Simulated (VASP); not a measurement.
# CdI2 (P-3m1) in VASP: a series of runs

CdI2 is run at these levels: r2SCAN; tasks: single point.

Everything below comes from runs of VASP 6.6.1. Logs are shortened: lines on timing, memory, paths and dates and some standing lists are left out, and cuts for length are marked.

### Step 1. The cell of the first run

The structure is trigonal, space group P-3m1 (No. 164). The conventional cell has a = 4.247 Å, b = 4.247 Å, c = 6.895 Å, α = 90.00°, β = 90.00°, γ = 120.00°. Within 3.9 Å of Cd (site symmetry -3m) lie 6 I at 2.99 Å. I (site symmetry 3m) has 3 Cd at 2.99 Å within 3.9 Å.

### Step 2. Single point, r2SCAN

The input, POSCAR:

```
CdI2
1.0
    4.2470087284      0.0000000000      0.0000000000
   -2.1235043642      3.6780174489      0.0000000000
    0.0000000000      0.0000000000      6.8950251473
Cd I
1 2
Direct
    0.0000000000      0.0000000000      0.0000000000
    0.3333333333      0.6666666667      0.2493934756
    0.6666666667      0.3333333333      0.7506065244
```

The input, INCAR.step1:

```
SYSTEM = CdI2
ALGO     = Normal         ! electronic algorithm
EDIFF    = 1E-5           ! SCF threshold, eV
ENCUT    = 550            ! plane-wave cutoff, eV
GGA      = PE             ! functional
GGA_COMPAT= .False.      
ISMEAR   = 0              ! smearing method
LASPH    = .True.         ! aspherical terms in the spheres
LCHARG   = .False.        ! write CHGCAR
LREAL    = .False.        ! projectors in reciprocal space
LWAVE    = .True.         ! write WAVECAR
NBANDS   = 20             ! bands
NELM     = 120            ! most SCF steps
PREC     = Accurate       ! precision mode
SIGMA    = 0.01           ! smearing width, eV
```

The input, INCAR.step2:

```
SYSTEM = CdI2
ALGO     = Normal         ! electronic algorithm
EDIFF    = 1E-6           ! SCF threshold, eV
ENCUT    = 550            ! plane-wave cutoff, eV
GGA_COMPAT= .False.      
ISIF     = 2              ! what is computed and relaxed
ISMEAR   = 0              ! smearing method
ISTART   = 1            
LASPH    = .True.         ! aspherical terms in the spheres
LCHARG   = .False.        ! write CHGCAR
LMIXTAU  = .True.       
LREAL    = .False.        ! projectors in reciprocal space
LWAVE    = .False.        ! write WAVECAR
METAGGA  = R2SCAN         ! meta-GGA
NBANDS   = 20             ! bands
NELM     = 120            ! most SCF steps
PREC     = Accurate       ! precision mode
SIGMA    = 0.01           ! smearing width, eV
```

The input, KPOINTS:

```
k-points
0
Gamma
  12 12 4
  0 0 0
```

Potentials or basis: VASP PAW PBE potentials, release 64 (Cd, I).

On the command line:

```
cat potpaw_PBE.64/Cd/POTCAR potpaw_PBE.64/I/POTCAR > POTCAR
cp INCAR.step1 INCAR
mpirun -np 1 vasp_std > vasp.out
cp INCAR.step2 INCAR
mpirun -np 1 vasp_std > vasp.out
```

OUTCAR:

```text
SYSTEM = CdI2
   EDIFF = 1E-6
   ENCUT = 550
   ISIF = 2
   ISMEAR = 0
   ISTART = 1
   LASPH = .True.
   LREAL = .False.
   METAGGA = R2SCAN
   NELM = 120
   PREC = Accurate

 ion  position               nearest neighbor table
   1  0.000  0.000  0.000-   2 2.99   3 2.99   3 2.99   2 2.99   3 2.99   2 2.99
   2  0.333  0.667  0.249-   1 2.99   1 2.99   1 2.99
   3  0.667  0.333  0.751-   1 2.99   1 2.99   1 2.99

  LATTYP: Found a hexagonal cell.
 ALAT       =     4.2470087284
 C/A-ratio  =     1.6235015250

  Lattice vectors:

 A1 = (   4.2470087284,   0.0000000000,   0.0000000000)
 A2 = (  -2.1235043642,   3.6780174489,   0.0000000000)
 A3 = (   0.0000000000,   0.0000000000,   6.8950251473)

Analysis of symmetry for initial positions (statically):
=====================================================================
 Subroutine PRICEL returns:
 Original cell was already a primitive cell.

 Routine SETGRP: Setting up the symmetry group for a
 hexagonal supercell.

 Subroutine GETGRP returns: Found 12 space group operations
 (whereof 12 operations were pure point group operations)
 out of a pool of 24 trial point group operations.

The static configuration has the point symmetry D_3d.

Analysis of symmetry for dynamics (positions and initial velocities):
=====================================================================
 Subroutine PRICEL returns:
 Original cell was already a primitive cell.

 Routine SETGRP: Setting up the symmetry group for a
 hexagonal supercell.

 Subroutine GETGRP returns: Found 12 space group operations
 (whereof 12 operations were pure point group operations)
 out of a pool of 24 trial point group operations.

The dynamic configuration has the point symmetry D_3d.

 Subroutine INISYM returns: Found 12 space group operations
 (whereof 12 operations are pure point group operations),
 and found     1 'primitive' translations

----------------------------------------------------------------------------------------

                                     Primitive cell

  volume of cell :     107.7042

  direct lattice vectors                    reciprocal lattice vectors
     4.247008728  0.000000000  0.000000000     0.235459841  0.135942803  0.000000000
    -2.123504364  3.678017449  0.000000000     0.000000000  0.271885605  0.000000000
     0.000000000  0.000000000  6.895025147     0.000000000  0.000000000  0.145032103

  length of vectors
     4.247008728  4.247008728  6.895025147     0.271885605  0.271885605  0.145032103

  position of ions in fractional coordinates (direct lattice)
     0.000000000  0.000000000  0.000000000
     0.333333333  0.666666667  0.249393476
     0.666666667  0.333333333  0.750606524

  ion indices of the primitive-cell ions
   primitive index   ion index
                 1           1
                 2           2
                 3           3

----------------------------------------------------------------------------------------

 KPOINTS: k-points

Automatic generation of k-mesh.
 Grid dimensions read from file:
 generate k-points for:   12   12    4

 Generating k-lattice:

  Cartesian coordinates                     Fractional coordinates (reciprocal lattice)
     0.019621653  0.011328567  0.000000000     0.083333333  0.000000000  0.000000000
     0.000000000  0.022657134  0.000000000     0.000000000  0.083333333  0.000000000
     0.000000000  0.000000000  0.036258026     0.000000000  0.000000000  0.250000000

  Length of vectors
     0.022657134  0.022657134  0.036258026

  Shift w.r.t. Gamma in fractional coordinates (k-lattice)
     0.000000000  0.000000000  0.000000000

 Subroutine IBZKPT returns following result:
 ===========================================

 Found     69 irreducible k-points:

 Following reciprocal coordinates:
            Coordinates               Weight
  0.000000  0.000000  0.000000      1.000000
  0.083333  0.000000  0.000000      6.000000
  0.166667 -0.000000  0.000000      6.000000
  0.250000  0.000000  0.000000      6.000000
  0.333333  0.000000  0.000000      6.000000
  0.416667  0.000000  0.000000      6.000000
[... 16 lines left out ...]
  0.166667 -0.000000  0.250000      6.000000
  0.000000  0.166667  0.250000      6.000000
 [... further k-points ...]
   k-points           NKPTS =     69   k-points in BZ     NKDIM =     69   number of bands    NBANDS=     20
   number of dos      NEDOS =    301   number of ions     NIONS =      3
   total plane-waves  NPLWV =  55296
   dimension x,y,z NGX =    32 NGY =   32 NGZ =   54
   dimension x,y,z NGXF=    64 NGYF=   64 NGZF=  108
   ions per type =               1   2
   NGX,Y,Z   is equivalent  to a cutoff of  12.53, 12.53, 13.02 a.u.
   NGXF,Y,Z  is equivalent  to a cutoff of  25.05, 25.05, 26.04 a.u.
 SYSTEM =  CdI2
   PREC   = accura    normal or accurate (medium, high low for compatibility)
   ISTART =      1    job   : 0-new  1-cont  2-samecut
   ICHARG =      0    charge: 1-file 2-atom 10-const
   ISPIN  =      1    spin polarized calculation?
   LNONCOLLINEAR =      F non collinear calculations
   LSORBIT =      F    spin-orbit coupling
   LASPH  =      T    aspherical Exc in radial PAW
   ENCUT  =  550.0 eV  40.42 Ry    6.36 a.u.   8.12  8.12 13.18*2*pi/ulx,y,z
   NELM   =    120;   NELMIN=  2; NELMDL=  0     # of ELM steps
   EDIFF  = 0.1E-05   stopping-criterion for ELM
   LREAL  =      F    real-space projection
   EDIFFG = 0.1E-04   stopping-criterion for IOM
   NSW    =      0    number of steps for IOM
   IBRION =     -1    ionic relax: 0-MD 1-quasi-New 2-CG
   NFREE  =      0    steps in history (QN), initial steepest desc. (CG)
   ISIF   =      2    stress and relaxation
   ISYM   =      2    0-nonsym 1-usesym 2-fastsym
   POTIM  = 0.5000    time-step for ionic-motion
   TEBEG  =    0.0;   TEEND  =   0.0 temperature during run
   PSTRESS=    0.0 pullay stress
   NELECT =      26.0000    total number of electrons
   NUPDOWN=      -1.0000    fix difference up-down
   EMIN   =  10.00;   EMAX   =-10.00  energy-range for DOS
   EFERMI =   0.00;   METHOD = LEGACY
   ISMEAR =     0;   SIGMA  =   0.01  broadening in eV -4-tet -1-fermi 0-gaus
   EFERMI_NEDOS =   21; number of points for ismear=-14 and -15
   IALGO  =     38    algorithm
   IMIX   =      4    mixing-type and parameters
     AMIX     =   0.40;   BMIX     =  1.00
     AMIX_MAG =   1.60;   BMIX_MAG =  1.00
  volume/ion in A,a.u.               =      35.90       242.27
  Fermi-wavevector in a.u.,A,eV,Ry     =   1.019346  1.926285 14.137359  1.039067
  Thomas-Fermi vector in A             =   2.152855
   LORBIT       =      0    0 simple, 1 ext, 2 COOP (PROOUT), +10 PAW based schemes
   METAGGA = R2SCAN    functional components
   LHFCALC =     F    Hartree Fock is set to
   AEXX    =    0.0000 exact exchange contribution
   IVDW    =     0    specifies the selected vdW correction
   LEPSILON=     F    determine dielectric tensor
   LRPA    =     F    only Hartree local field effects (RPA)
 non-spin polarized calculation
 Gauss-broadening in eV      SIGMA  =   0.01
  energy-cutoff  :      550.00
  volume of cell :      107.70
 maximum number of plane-waves:      3177
   NGX = 17   NGY = 17   NGZ = 27

 number of electron      25.9999994 magnetization

 Free energy of the ion-electron system (eV)
  ---------------------------------------------------
  ext. energy  EPLUGINS =         0.00000000
  ---------------------------------------------------
  free energy    TOTEN  =       -71.35572294 eV

  energy without entropy =      -71.35572294  energy(sigma->0) =      -71.35572294

 E-fermi :   1.7618     XC(G=0):  -8.9705

 val. band max:        1.6606161691   @ k =   0.0833   0.0000   0.2500
 cond. band min:       4.4590334869   @ k =   0.5000   0.0000   0.5000
 fundamental gap:      2.7984173178
 Fermi energy:         1.7618456209

 k-point     1 :       0.0000    0.0000    0.0000
  band No.  band energies     occupation
      1     -10.8010      2.00000
      2     -10.0717      2.00000
      3      -6.1979      2.00000
      4      -6.1979      2.00000
      5      -6.0701      2.00000
      6      -5.9927      2.00000
[... 12 lines left out ...]
     19      11.3729      0.00000
     20      11.3814      0.00000

 k-point     2 :       0.0833    0.0000    0.0000
  band No.  band energies     occupation
      1     -10.7648      2.00000
      2     -10.0665      2.00000
      3      -6.1924      2.00000
      4      -6.1795      2.00000
      5      -6.0631      2.00000
      6      -5.9944      2.00000
[... 12 lines left out ...]
     19      10.8618      0.00000
     20      11.1983      0.00000

 k-point     3 :       0.1667   -0.0000    0.0000
  band No.  band energies     occupation
      1     -10.6622      2.00000
      2     -10.0531      2.00000
      3      -6.1794      2.00000
      4      -6.1306      2.00000
      5      -6.0428      2.00000
      6      -5.9969      2.00000
[... 12 lines left out ...]
     19      10.3878      0.00000
     20      11.4028      0.00000

 k-point     4 :       0.2500    0.0000    0.0000
  band No.  band energies     occupation
      1     -10.5112      2.00000
      2     -10.0376      2.00000
      3      -6.1668      2.00000
      4      -6.0831      2.00000
      5      -6.0098      2.00000
      6      -5.9822      2.00000
[... 12 lines left out ...]
     19      10.2126      0.00000
     20      11.3174      0.00000

 k-point     5 :       0.3333    0.0000    0.0000
  band No.  band energies     occupation
      1     -10.3423      2.00000
      2     -10.0293      2.00000
      3      -6.1605      2.00000
      4      -6.0726      2.00000
      5      -5.9940      2.00000
      6      -5.9584      2.00000
[... 12 lines left out ...]
     19      10.7588      0.00000
     20      11.4358      0.00000
[... 353 lines left out ...]
      6      -5.9945      2.00000
[... 12 lines left out ...]
     19      10.4326      0.00000
     20      11.2352      0.00000

 k-point    22 :       0.0000    0.0833    0.2500
  band No.  band energies     occupation
      1     -10.6959      2.00000
      2     -10.1585      2.00000
      3      -6.1925      2.00000
      4      -6.1823      2.00000
      5      -6.0582      2.00000
      6      -5.9946      2.00000
[... 12 lines left out ...]
     19      10.4216      0.00000
     20      10.9806      0.00000

 k-point    23 :       0.1667   -0.0000    0.2500
  band No.  band energies     occupation
      1     -10.5953      2.00000
      2     -10.1382      2.00000
      3      -6.1791      2.00000
      4      -6.1345      2.00000
      5      -6.0412      2.00000
      6      -5.9969      2.00000
[... 12 lines left out ...]
     19      10.3217      0.00000
     20      11.3678      0.00000

 k-point    24 :       0.0000    0.1667    0.2500
  band No.  band energies     occupation
      1     -10.6005      2.00000
      2     -10.1309      2.00000
      3      -6.1798      2.00000
      4      -6.1417      2.00000
      5      -6.0380      2.00000
      6      -5.9984      2.00000
[... 12 lines left out ...]
     19      10.3009      0.00000
     20      11.0795      0.00000

 [... further k-points ...]
[... 5 lines left out ...]
  --------------------------------------------------------------------------------------
  -------------------------------------------------------------------------------------
  Total        0.6431969      0.6431969      0.6181200      0.0000000      0.0000000      0.0000000
  in kB        9.5680122      9.5680122      9.1949754      0.0000000      0.0000000      0.0000000
  external PRESSURE =       9.4436666 kB  Pullay stress =       0.0000000 kB

 VOLUME and BASIS-vectors are now :
 -----------------------------------------------------------------------------
  energy-cutoff  :      550.00
  volume of cell :      107.70
      direct lattice vectors                 reciprocal lattice vectors
     4.247008728  0.000000000  0.000000000     0.235459841  0.135942803  0.000000000
    -2.123504364  3.678017449  0.000000000     0.000000000  0.271885605  0.000000000
     0.000000000  0.000000000  6.895025147     0.000000000  0.000000000  0.145032103

 POSITION                                       TOTAL-FORCE (eV/Angst)
 -----------------------------------------------------------------------------------
      0.00000      0.00000      0.00000         0.000000      0.000000      0.000000
     -0.00000      2.45201      1.71957        -0.000000      0.000000      0.019749
      2.12350      1.22601      5.17545         0.000000     -0.000000     -0.019749
 -----------------------------------------------------------------------------------
    total drift:                                0.000000     -0.000000      0.000000

  FREE ENERGIE OF THE ION-ELECTRON SYSTEM (eV)
  ---------------------------------------------------
  free  energy   TOTEN  =       -71.3557229433 eV

  energy  without entropy=      -71.3557229433  energy(sigma->0) =      -71.35572294
```

Wall time 13 min (1 thread of Oxide Virtual Turin-like, shared host); peak memory 0.31 GiB.

Results:

```
Free energy            : -71.3557 eV
Pressure               : 0.9 GPa
Largest force          : 0.020 eV/Å
Band gap on the k mesh : 2.80 eV (least direct gap 3.13 eV)
```

Forces on the atoms (eV/Å):
```
Cd   0.000  0.000  0.000
I    0.000  0.000  0.020
I    0.000  0.000 -0.020
```

Caveat: the PAW data sets were made with another functional, which shifts forces and pressure a little; spin-orbit coupling is left out, which moves the levels of the heavy elements.

### Step 3. Single point, r2SCAN (strain +4.0%)

The input, POSCAR:

```
CdI2
1.0
    4.4168890775      0.0000000000      0.0000000000
   -2.2084445387      3.8251381468      0.0000000000
    0.0000000000      0.0000000000      7.1708261532
Cd I
1 2
Direct
    0.0000000000      0.0000000000      0.0000000000
    0.3333333333      0.6666666667      0.2319481419
    0.6666666667      0.3333333333      0.7680518581
```

The input, INCAR.step1:

```
SYSTEM = CdI2
  PREC = Accurate
  ENCUT = 550
  ISMEAR = 0
  SIGMA = 0.01
  LREAL = .False.
  LASPH = .True.
  NELM = 120
  NBANDS = 20
  GGA = PE
  ALGO = Normal
  EDIFF = 1E-5
  LWAVE = .True.
  LCHARG = .False.
  GGA_COMPAT = .False.
```

The input, INCAR.step2:

```
SYSTEM = CdI2
  PREC = Accurate
  ENCUT = 550
  EDIFF = 1E-6
  ISMEAR = 0
  SIGMA = 0.01
  LREAL = .False.
  LASPH = .True.
  NELM = 120
  ALGO = Normal
  ISIF = 2
  LWAVE = .False.
  LCHARG = .False.
  METAGGA = R2SCAN
  LMIXTAU = .True.
  NBANDS = 20
  ISTART = 1
  GGA_COMPAT = .False.
```

The input, KPOINTS:

```
Automatic mesh
0
Gamma
  12 12 4
  0 0 0
```

Potentials or basis: VASP PAW PBE potentials, release 64 (Cd, I).

On the command line:

```
cat potpaw_PBE.64/Cd/POTCAR potpaw_PBE.64/I/POTCAR > POTCAR
cp INCAR.step1 INCAR
mpirun -np 1 vasp_std > vasp.out
cp INCAR.step2 INCAR
mpirun -np 1 vasp_std > vasp.out
```

Run time: 21 min. Hardware: 1 thread of Oxide Virtual Turin-like, shared host; peak memory 0.36 GiB.

The run converged. Its results:

| Quantity | Value |
| --- | --- |
| Free energy | -71.3445 eV |
| Pressure | -0.9 GPa |
| Largest force | 0.019 eV/Å |
| Band gap on the k mesh | 2.90 eV (least direct gap 2.91 eV) |

Forces in eV/Å, atoms in the order of the input:
```
Cd   0.000  0.000  0.000
I    0.000  0.000  0.019
I    0.000  0.000 -0.019
```

Stress tensor (GPa, compression positive):
```
-1.34  0.00  0.00
 0.00 -1.34  0.00
 0.00  0.00 -0.08
```

Levels at points of the mesh, in eV from the valence-band top:
| k point | band 10 | band 11 | band 12 | band 13 | band 14 | band 15 | band 16 | band 17 |
| --- | --- | --- | --- | --- | --- | --- | --- | --- |
| (0.00, 0.00, 0.00) | -0.29 | -0.14 | -0.14 | -0.01 | 2.90 | 5.01 | 6.72 | 6.72 |
| (0.50, 0.00, 0.00) | -1.43 | -1.37 | -0.35 | -0.08 | 3.04 | 5.74 | 6.80 | 7.29 |
| (0.00, 0.00, 0.50) | -0.35 | -0.35 | -0.07 | -0.07 | 3.64 | 5.04 | 6.59 | 6.59 |
| (0.50, 0.00, 0.50) | -1.27 | -0.96 | -0.27 | -0.24 | 2.92 | 5.73 | 6.79 | 7.29 |

Caveat: the cell differs from its parent crystal (strain +4.0%); the PAW data sets were made with another functional, which shifts forces and pressure a little; spin-orbit coupling is left out, which moves the levels of the heavy elements. A k mesh can miss the band edges.
